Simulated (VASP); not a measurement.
Set up this calculation in VASP 6.6.1, as the native input.

```yaml
Task: single point
Functional: PBEsol-based screened hybrid with 25 % exact exchange
Potentials_or_basis: VASP PAW PBE potentials, release 64 (Ga_d, N)
Cutoff: 520 eV
k_mesh: 5 × 5 × 5
Occupations: fermi-dirac, width 0.05 eV
Spin: no spin polarisation
Dipole_correction: no
Grid_for_exact_exchange_PRECFOCK: Normal
Share_of_exact_exchange: 0.25
Further_INCAR_settings: ALGO = Normal; EDIFF = 1e-06; NBANDS = 16
Screening_parameter: 0.207 1/Å
```

The system is GaN.

```xyz
2
Lattice="2.8999 0.0000 0.0000 -1.4500 2.5114 0.0000 0.0000 0.0000 2.6274" Properties=species:S:1:pos:R:3 pbc="T T T"
Ga    1.4500    0.8371    1.3137
N     0.0000    0.0000    0.0000
```

One way to write it, as run:

POSCAR

```
GaN
1.0
    2.8999040121      0.0000000000      0.0000000000
   -1.4499520061      2.5113905430      0.0000000000
    0.0000000000      0.0000000000      2.6273770698
Ga N
1 1
Direct
    0.6666666667      0.3333333333      0.5000000000
    0.0000000000      0.0000000000      0.0000000000
```

INCAR.step1

```
PREC = Accurate
ENCUT = 520
EDIFF = 1E-5
ISMEAR = -1
SIGMA = 0.05
LREAL = F
LASPH = T
NELM = 60
ALGO = Normal
ISIF = 2
LWAVE = T
NBANDS = 16
GGA = PE
```

INCAR.step2

```
PREC = Accurate
ENCUT = 520
EDIFF = 1E-6
ISMEAR = -1
SIGMA = 0.05
LREAL = F
LASPH = T
NELM = 60
ALGO = Normal
ISIF = 2
LWAVE = F
LCHARG = T
GGA = PS
LHFCALC = T
AEXX = 0.25
HFSCREEN = 0.207
PRECFOCK = Normal
LELF = T
LVHAR = T
NBANDS = 16
ISTART = 1
```

KPOINTS

```
Automatic mesh
0
Gamma
  5 5 5
```

Potentials or basis: VASP PAW PBE potentials, release 64 (Ga_d, N).

The run is started by

```console
$ cat potpaw_PBE.64/Ga_d/POTCAR potpaw_PBE.64/N/POTCAR > POTCAR
$ cp INCAR.step1 INCAR
$ mpirun -np 1 vasp_std > vasp.out
$ cp INCAR.step2 INCAR
$ mpirun -np 1 vasp_std > vasp.out
```

It gave:

```json
{
 "Pressure": "0.8 GPa",
 "Band gap on the k mesh": "1.05 eV (least direct gap 2.47 eV)"
}
```

Caveat: the k points lie up to 0.50 Å⁻¹ apart; the PAW data sets were made with another functional, which shifts forces and pressure a little.

It took 10 min on 1 thread of Intel(R) Xeon(R) Platinum 8488C (Sapphire Rapids), on a shared host, peak memory 0.24 GiB.
